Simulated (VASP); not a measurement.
# ScAl3N3 (P-6m2) in VASP: notebook

Runs on ScAl3N3. Level: PBE. Tasks: single point.

Program: VASP 6.6.1. These are calculated values, not measurements. Logs are shortened: lines on timing, memory, paths and dates and some standing lists are left out, and cuts for length are marked.

### Step 1. The cell of the first run

Symmetry: P-6m2, No. 187, hexagonal system. The conventional cell has a = 4.528 Å, b = 4.528 Å, c = 5.772 Å, α = 90.00°, β = 90.00°, γ = 120.00°. Sc (site symmetry -6m2) has 6 N at 2.27 Å and 8 Al at 2.89 to 2.98 Å within 3.0 Å. Within 2.6 Å of Al (site symmetry 3m) lie 3 N at 1.99 Å. Within 3.8 Å of Al (site symmetry -6m2) lie 2 Sc at 2.89 Å and 6 Al at 2.99 Å and 12 N at 3.67 Å. N (site symmetry mm2) has 2 Al at 1.99 Å and 4 N at 2.13 to 2.39 Å and 2 Sc at 2.27 Å within 2.6 Å.

### Step 2. Single point, PBE

INCAR reads:

```
PREC     = Accurate       # precision mode
ENCUT    = 600            # plane-wave cutoff, eV
EDIFF    = 1E-6           # SCF threshold, eV
ISMEAR   = 0              # smearing method
SIGMA    = 0.2            # smearing width, eV
LREAL    = F              # projectors in reciprocal space
LASPH    = T              # aspherical terms in the spheres
NELM     = 120            # most SCF steps
ALGO     = Normal         # electronic algorithm
ISIF     = 2              # what is computed and relaxed
LWAVE    = F              # write WAVECAR
LCHARG   = F              # write CHGCAR
GGA      = PE             # functional
NBANDS   = 26             # bands
GGA_COMPAT= F
```

KPOINTS reads:

```
regular mesh
0
Gamma
  4 4 3
```

POSCAR reads:

```
ScAl3N3
1.0
    4.5281939005      0.0000000027      0.0000000000
   -2.2640969526      3.9215309498      0.0000000000
    0.0000000000      0.0000000000      5.7716410478
Sc Al N
1 3 3
Direct
    0.6666666667      0.3333333333      0.5000000000
    0.3333333333      0.6666666667      0.2521613853
    0.3333333333      0.6666666667      0.7478386147
    0.6666666667      0.3333333333      0.0000000000
    0.1570677802      0.8429322198      0.5000000000
    0.1570677802      0.3141355604      0.5000000000
    0.6858644396      0.8429322198      0.5000000000
```

Potentials or basis: VASP PAW PBE potentials, release 64 (Sc_sv, Al, N).

Command:

```sh
cat potpaw_PBE.64/Sc_sv/POTCAR potpaw_PBE.64/Al/POTCAR potpaw_PBE.64/N/POTCAR > POTCAR
mpirun -np 1 vasp_std > vasp.out
```

OUTCAR:

```text
PREC = Accurate
   ENCUT = 600
   EDIFF = 1E-6
   ISMEAR = 0
   LREAL = F
   LASPH = T
   NELM = 120
   ISIF = 2
   GGA = PE

 ion  position               nearest neighbor table
   1  0.667  0.333  0.500-   6 2.27   7 2.27   5 2.27   5 2.27   6 2.27   7 2.27   4 2.89   4 2.89
                             2 2.98   3 2.98   2 2.98   3 2.98   2 2.98   3 2.98
   2  0.333  0.667  0.252-   5 1.99   7 1.99   6 1.99   3 2.86   3 2.91   1 2.98   1 2.98   1 2.98
                             4 2.99   4 2.99   4 2.99
   3  0.333  0.667  0.748-   5 1.99   7 1.99   6 1.99   2 2.86   2 2.91   1 2.98   1 2.98   1 2.98
                             4 2.99   4 2.99   4 2.99
   4  0.667  0.333  0.000-   1 2.89   1 2.89   2 2.99   3 2.99   2 2.99   3 2.99   3 2.99   2 2.99

   5  0.157  0.843  0.500-   2 1.99   3 1.99   1 2.27   1 2.27
   6  0.157  0.314  0.500-   2 1.99   3 1.99   1 2.27   1 2.27
   7  0.686  0.843  0.500-   2 1.99   3 1.99   1 2.27   1 2.27

  LATTYP: Found a hexagonal cell.
 ALAT       =     4.5281939005
 C/A-ratio  =     1.2746011268

  Lattice vectors:

 A1 = (   4.5281939005,   0.0000000027,   0.0000000000)
 A2 = (  -2.2640969526,   3.9215309498,   0.0000000000)
 A3 = (   0.0000000000,   0.0000000000,   5.7716410478)

Analysis of symmetry for initial positions (statically):
=====================================================================
 Subroutine PRICEL returns:
 Original cell was already a primitive cell.

 Routine SETGRP: Setting up the symmetry group for a
 hexagonal supercell.

 Subroutine GETGRP returns: Found 12 space group operations
 (whereof 12 operations were pure point group operations)
 out of a pool of 24 trial point group operations.

The static configuration has the point symmetry D_3h.

Analysis of symmetry for dynamics (positions and initial velocities):
=====================================================================
 Subroutine PRICEL returns:
 Original cell was already a primitive cell.

 Routine SETGRP: Setting up the symmetry group for a
 hexagonal supercell.

 Subroutine GETGRP returns: Found 12 space group operations
 (whereof 12 operations were pure point group operations)
 out of a pool of 24 trial point group operations.

The dynamic configuration has the point symmetry D_3h.

 Subroutine INISYM returns: Found 12 space group operations
 (whereof 12 operations are pure point group operations),
 and found     1 'primitive' translations

----------------------------------------------------------------------------------------

                                     Primitive cell

  volume of cell :     102.4896

  direct lattice vectors                    reciprocal lattice vectors
     4.528193900  0.000000003  0.000000000     0.220838600  0.127501225  0.000000000
    -2.264096953  3.921530950  0.000000000    -0.000000000  0.255002450  0.000000000
     0.000000000  0.000000000  5.771641048     0.000000000  0.000000000  0.173260948

  length of vectors
     4.528193900  4.528193901  5.771641048     0.255002450  0.255002450  0.173260948

  position of ions in fractional coordinates (direct lattice)
     0.666666667  0.333333333  0.500000000
     0.333333333  0.666666667  0.252161385
     0.333333333  0.666666667  0.747838615
     0.666666667  0.333333333  0.000000000
     0.157067780  0.842932220  0.500000000
     0.157067780  0.314135560  0.500000000
     0.685864440  0.842932220  0.500000000

  ion indices of the primitive-cell ions
   primitive index   ion index
                 1           1
                 2           2
                 3           3
                 4           4
                 5           5
                 6           6
                 7           7

----------------------------------------------------------------------------------------

 KPOINTS: regular mesh

Automatic generation of k-mesh.
 Grid dimensions read from file:
 generate k-points for:    4    4    3

 Generating k-lattice:

  Cartesian coordinates                     Fractional coordinates (reciprocal lattice)
     0.055209650  0.031875306  0.000000000     0.250000000  0.000000000  0.000000000
    -0.000000000  0.063750612  0.000000000     0.000000000  0.250000000  0.000000000
     0.000000000  0.000000000  0.057753649     0.000000000  0.000000000  0.333333333

  Length of vectors
     0.063750612  0.063750612  0.057753649

  Shift w.r.t. Gamma in fractional coordinates (k-lattice)
     0.000000000  0.000000000  0.000000000

 Subroutine IBZKPT returns following result:
 ===========================================

 Found      8 irreducible k-points:

 Following reciprocal coordinates:
            Coordinates               Weight
  0.000000  0.000000  0.000000      1.000000
  0.250000 -0.000000  0.000000      6.000000
  0.500000 -0.000000  0.000000      3.000000
  0.250000  0.250000  0.000000      6.000000
  0.000000  0.000000  0.333333      2.000000
  0.250000 -0.000000  0.333333     12.000000
  0.500000 -0.000000  0.333333      6.000000
  0.250000  0.250000  0.333333     12.000000
   k-points           NKPTS =      8   k-points in BZ     NKDIM =      8   number of bands    NBANDS=     26
   number of dos      NEDOS =    301   number of ions     NIONS =      7
   total plane-waves  NPLWV =  62208
   dimension x,y,z NGX =    36 NGY =   36 NGZ =   48
   dimension x,y,z NGXF=    72 NGYF=   72 NGZF=   96
   ions per type =               1   3   3
   NGX,Y,Z   is equivalent  to a cutoff of  13.22, 13.22, 13.83 a.u.
   NGXF,Y,Z  is equivalent  to a cutoff of  26.43, 26.43, 27.65 a.u.
 SYSTEM =  unknown system
   PREC   = accura    normal or accurate (medium, high low for compatibility)
   ISTART =      0    job   : 0-new  1-cont  2-samecut
   ICHARG =      2    charge: 1-file 2-atom 10-const
   ISPIN  =      1    spin polarized calculation?
   LNONCOLLINEAR =      F non collinear calculations
   LSORBIT =      F    spin-orbit coupling
   LASPH  =      T    aspherical Exc in radial PAW
   ENCUT  =  600.0 eV  44.10 Ry    6.64 a.u.   9.04  9.04 11.53*2*pi/ulx,y,z
   NELM   =    120;   NELMIN=  2; NELMDL= -5     # of ELM steps
   EDIFF  = 0.1E-05   stopping-criterion for ELM
   LREAL  =      F    real-space projection
   EDIFFG = 0.1E-04   stopping-criterion for IOM
   NSW    =      0    number of steps for IOM
   IBRION =     -1    ionic relax: 0-MD 1-quasi-New 2-CG
   NFREE  =      0    steps in history (QN), initial steepest desc. (CG)
   ISIF   =      2    stress and relaxation
   ISYM   =      2    0-nonsym 1-usesym 2-fastsym
   POTIM  = 0.5000    time-step for ionic-motion
   TEBEG  =    0.0;   TEEND  =   0.0 temperature during run
   PSTRESS=    0.0 pullay stress
   NELECT =      35.0000    total number of electrons
   NUPDOWN=      -1.0000    fix difference up-down
   EMIN   =  10.00;   EMAX   =-10.00  energy-range for DOS
   EFERMI =   0.00;   METHOD = LEGACY
   ISMEAR =     0;   SIGMA  =   0.20  broadening in eV -4-tet -1-fermi 0-gaus
   EFERMI_NEDOS =   21; number of points for ismear=-14 and -15
   IALGO  =     38    algorithm
   IMIX   =      4    mixing-type and parameters
     AMIX     =   0.40;   BMIX     =  1.00
     AMIX_MAG =   1.60;   BMIX_MAG =  1.00
  volume/ion in A,a.u.               =      14.64        98.80
  Fermi-wavevector in a.u.,A,eV,Ry     =   1.144294  2.162402 17.815579  1.309408
  Thomas-Fermi vector in A             =   2.280986
   LORBIT       =      0    0 simple, 1 ext, 2 COOP (PROOUT), +10 PAW based schemes
   GGA     = PE    functional components
   LHFCALC =     F    Hartree Fock is set to
   AEXX    =    0.0000 exact exchange contribution
   IVDW    =     0    specifies the selected vdW correction
   LEPSILON=     F    determine dielectric tensor
   LRPA    =     F    only Hartree local field effects (RPA)
 non-spin polarized calculation
 Gauss-broadening in eV      SIGMA  =   0.20
  energy-cutoff  :      600.00
  volume of cell :      102.49
 maximum number of plane-waves:      3428
   NGX = 19   NGY = 19   NGZ = 23

 number of electron      34.9999997 magnetization

 Free energy of the ion-electron system (eV)
  ---------------------------------------------------
  ext. energy  EPLUGINS =         0.00000000
  ---------------------------------------------------
  free energy    TOTEN  =       -41.20504391 eV

  energy without entropy =      -41.18298464  energy(sigma->0) =      -41.19401428

 E-fermi :   5.3332     XC(G=0):  -9.9993

 val. band max:        5.0513967480   @ k =   0.2500   0.2500   0.3333
 cond. band min:       5.4152654380   @ k =   0.5000  -0.0000   0.0000
 fundamental gap:      0.3638686899
 Fermi energy:         5.3332041907

 k-point     1 :       0.0000    0.0000    0.0000
  band No.  band energies     occupation
      1     -43.4524      2.00000
      2     -22.3272      2.00000
      3     -22.0893      2.00000
      4     -22.0893      2.00000
      5     -11.6243      2.00000
      6      -7.4948      2.00000
[... 18 lines left out ...]
     25       9.2123      0.00000
     26       9.2131      0.00000

 k-point     2 :       0.2500   -0.0000    0.0000
  band No.  band energies     occupation
      1     -43.4519      2.00000
      2     -22.3258      2.00000
      3     -22.1177      2.00000
      4     -22.0962      2.00000
      5     -11.1662      2.00000
      6      -8.3471      2.00000
[... 18 lines left out ...]
     25       9.7094      0.00000
     26       9.9999      0.00000

 k-point     3 :       0.5000   -0.0000    0.0000
  band No.  band energies     occupation
      1     -43.4515      2.00000
      2     -22.3243      2.00000
      3     -22.1456      2.00000
      4     -22.1031      2.00000
      5     -10.3223      2.00000
      6      -9.4488      2.00000
[... 108 lines left out ...]
 k-point     7 :       0.5000   -0.0000    0.3333
  band No.  band energies     occupation
      1     -43.4514      2.00000
      2     -22.3250      2.00000
      3     -22.1456      2.00000
      4     -22.1031      2.00000
      5     -10.3132      2.00000
      6      -9.4437      2.00000
[... 18 lines left out ...]
     25       9.7395      0.00000
     26      10.5616      0.00000

 k-point     8 :       0.2500    0.2500    0.3333
  band No.  band energies     occupation
      1     -43.4514      2.00000
      2     -22.3250      2.00000
      3     -22.1351      2.00000
      4     -22.1136      2.00000
      5     -10.4218      2.00000
      6      -9.1728      2.00000
[... 18 lines left out ...]
     25       9.7513      0.00000
     26      10.4263      0.00000

------------------------ aborting loop because EDIFF is reached ----------------------------------------

  FORCE on cell =-STRESS in cart. coord.  units (eV):
  Direction    XX          YY          ZZ          XY          YZ          ZX
  --------------------------------------------------------------------------------------
  -------------------------------------------------------------------------------------
  Total       -0.1436244     -0.1436244     -0.1242040      0.0000000     -0.0000000      0.0000000
  in kB       -2.2452201     -2.2452201     -1.9416284      0.0000000     -0.0000000      0.0000000
  external PRESSURE =      -2.1440229 kB  Pullay stress =       0.0000000 kB

 VOLUME and BASIS-vectors are now :
 -----------------------------------------------------------------------------
  energy-cutoff  :      600.00
  volume of cell :      102.49
      direct lattice vectors                 reciprocal lattice vectors
     4.528193900  0.000000003  0.000000000     0.220838600  0.127501225  0.000000000
    -2.264096953  3.921530950  0.000000000    -0.000000000  0.255002450  0.000000000
     0.000000000  0.000000000  5.771641048     0.000000000  0.000000000  0.173260948

 POSITION                                       TOTAL-FORCE (eV/Angst)
 -----------------------------------------------------------------------------------
      2.26410      1.30718      2.88582         0.000000     -0.000000     -0.000000
     -0.00000      2.61435      1.45539        -0.000000      0.000000      0.043520
     -0.00000      2.61435      4.31626        -0.000000     -0.000000     -0.043520
      2.26410      1.30718      0.00000         0.000000     -0.000000     -0.000000
     -1.19725      3.30558      2.88582         0.029638     -0.017112     -0.000000
     -0.00000      1.23189      2.88582        -0.000000      0.034223      0.000000
      1.19725      3.30558      2.88582        -0.029638     -0.017112     -0.000000
 -----------------------------------------------------------------------------------
    total drift:                               -0.000000      0.000000     -0.000000

  FREE ENERGIE OF THE ION-ELECTRON SYSTEM (eV)
  ---------------------------------------------------
  free  energy   TOTEN  =       -41.2050439130 eV

  energy  without entropy=      -41.1829846406  energy(sigma->0) =      -41.19401428
```

It took 29 s on 1 thread of Intel Xeon Platinum 8259CL at 2.50GHz (Skylake/Cascade Lake), shared host; peak memory 0.24 GiB.

What came out:

* Free energy: -41.2050 eV
* Pressure: -0.2 GPa
* Largest force: 0.044 eV/Å

Forces in eV/Å, atoms in the order of the input:
```
Sc   0.000  0.000  0.000
Al   0.000  0.000  0.044
Al   0.000  0.000 -0.044
Al   0.000  0.000  0.000
N    0.030 -0.017  0.000
N    0.000  0.034  0.000
N   -0.030 -0.017  0.000
```

Caveat: the k points lie up to 0.40 Å⁻¹ apart.

(Continued in part 2 of 2.)
